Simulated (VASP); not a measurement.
Sb:

```
CELL_PARAMETERS angstrom
2.16470 1.24979 3.82741
-2.16470 1.24979 3.82741
0.00000 -2.49958 3.82741
ATOMIC_POSITIONS crystal
Sb 0.23152 0.23152 0.23152
Sb 0.76848 0.76848 0.76848
```

Base run:

| Item | Value |
| --- | --- |
| Program | VASP 6.6.1 |
| Functional | r2SCAN |
| Dispersion | rVV10 |
| Potentials or basis | VASP PAW PBE potentials, release 64 (Sb_d_GW) |
| Cutoff | 550 eV |
| k mesh | 6 × 6 × 6 |
| Occupations | fermi-dirac, width 0.02 eV |
| Spin | no spin polarisation |

Its results: band gap on the k mesh zero (bands 15 and 16 overlap by 0.17 eV); pressure 0.0 GPa; largest force 0.015 eV/Å.

**Question.** The run is repeated on the same cell with these changes: dispersion from rVV10 to none; k mesh from 6 × 6 × 6 to 8 × 8 × 8. What comes out?

**Answer.** Band gap on the k mesh zero (bands 15 and 16 overlap by 0.25 eV); pressure 0.8 GPa; largest force 0.072 eV/Å.

Several settings changed at once.

Caveats: the PAW data sets were made with another functional, which shifts forces and pressure a little; spin-orbit coupling is left out, which moves the levels of the heavy elements.
